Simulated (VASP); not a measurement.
Write the native input for VASP 6.6.1 that does the following.

```
Task                               : single point
Functional                         : r2SCAN50
Potentials or basis                : VASP PAW PBE potentials, release 64 (Sb, Ga_d)
Cutoff                             : 520 eV
k mesh                             : 4 × 4 × 4
Occupations                        : fermi-dirac, width 0.05 eV
Spin                               : no spin polarisation
Dipole correction                  : no
Grid for exact exchange (PRECFOCK) : Normal
Further INCAR settings             : ALGO = Normal; EDIFF = 1e-07; NBANDS = 16
Share of exact exchange            : 0.5
```

Crystal: GaSb.

```
Sb Ga
1.0
     0.00000    3.07926    3.07926
     3.07926    0.00000    3.07926
     3.07926    3.07926    0.00000
Sb Ga
1 1
Direct
  0.75000 0.75000 0.75000
  0.00000 0.00000 0.00000
```

These files were run (other wordings do the same):

POSCAR

```
GaSb
1.0
    0.0000000000      3.0792588685      3.0792588685
    3.0792588685      0.0000000000      3.0792588685
    3.0792588685      3.0792588685      0.0000000000
Sb Ga
1 1
Direct
    0.7500000000      0.7500000000      0.7500000000
    0.0000000000      0.0000000000      0.0000000000
```

INCAR.step1

```
PREC = Accurate
ENCUT = 520
EDIFF = 1E-5
ISMEAR = -1
SIGMA = 0.05
LREAL = F
LASPH = T
NELM = 60
ALGO = Normal
ISIF = 2
LWAVE = T
LCHARG = F
GGA = PE
NBANDS = 16
```

INCAR.step2

```
PREC = Accurate
ENCUT = 520
EDIFF = 1E-7
ISMEAR = -1
SIGMA = 0.05
LREAL = F
LASPH = T
NELM = 60
ALGO = Normal
ISIF = 2
LWAVE = F
LCHARG = F
METAGGA = R2SCAN
LHFCALC = T
AEXX = 0.5
LMIXTAU = T
PRECFOCK = Normal
ISTART = 1
NBANDS = 16
```

KPOINTS

```
regular mesh
0
Gamma
  4 4 4
```

Potentials or basis: VASP PAW PBE potentials, release 64 (Sb, Ga_d).

Command:

```sh
$ cat potpaw_PBE.64/Sb/POTCAR potpaw_PBE.64/Ga_d/POTCAR > POTCAR
$ cp INCAR.step1 INCAR
$ mpirun -np 1 vasp_std > vasp.out
$ cp INCAR.step2 INCAR
$ mpirun -np 1 vasp_std > vasp.out
```

Results of the run:

| Property | Result |
| --- | --- |
| Pressure | -4.9 GPa |
| Band gap on the k mesh | 3.26 eV |

Caveat: the k points lie up to 0.44 Å⁻¹ apart; the PAW data sets were made with another functional, which shifts forces and pressure a little; spin-orbit coupling is left out, which moves the levels of the heavy elements.

It took 31 min on 1 thread of Intel Xeon 8259CL (shared host), peak memory 0.21 GiB.
